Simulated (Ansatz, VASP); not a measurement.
**One calculation of Bi, two programs**

File INCAR:

```
  PREC = Accurate
  ENCUT = 600
  EDIFF = 1E-7
  ISMEAR = 1
  SIGMA = 0.1
  LREAL = F
  LASPH = T
  NELM = 60
  ALGO = Normal
  ISIF = 3
  LWAVE = F
  LCHARG = F
  GGA = CA
  IBRION = 2
  NSW = 80
  EDIFFG = -0.03
```

File KPOINTS:

```
regular mesh
0
Gamma
  8 8 8
```

Contents of POSCAR:

```
Bi
1.0
    3.4319380000      0.0000000000      0.0000000000
   -1.1439792975      3.2356621892      0.0000000000
   -1.1439792975     -1.6178310186      2.8021656978
Bi
1
Direct
    0.0000000000      0.0000000000      0.0000000000
```

Input for Ansatz:

```yaml
crystal:
  lattice:
    - [3.431938, 0.0, 0.0]
    - [-1.1439792975017666, 3.235662189217435, 0.0]
    - [-1.1439792975017666, -1.6178310185984868, 2.802165697811596]
  atoms:
    - { symbol: Bi, position: [0.0, 0.0, 0.0] }
kpoints:
  mp_grid:
    grid: [8, 8, 8]
hamiltonian:
  xc: lda
  dispersion: none
scf:
  occupations:
    method: cold
    width: 0.1
relax:
  f_tol: 0.03
  cell: {}
```

Alike in both runs: task relaxation of cell and atoms; functional LDA; k mesh 8 × 8 × 8; no spin polarisation.

|  | VASP | Ansatz |
| --- | --- | --- |
| version | VASP 6.6.1 | Ansatz 0.2.0 |
| potentials or method | VASP PAW LDA potentials, release 64 (Bi_d) | plane waves, PAW |
| plane-wave cutoff (eV) | 600 | 420 |
| occupations | methfessel-paxton of order 1, width 0.1 eV | cold, width 0.1 eV |
| valence electrons in the cell | 15 | 15 |

```csv
,VASP,Ansatz,Ansatz less VASP
relaxed volume (Å³/atom),29.32,29.24,-0.079
relaxed cell length with the largest relative difference (Å),3.364,3.361,-0.0030
```

LDA's correlation is that of Perdew and Zunger in VASP and of Perdew and Wang (1992) in Ansatz.

Spin-orbit coupling is off throughout.
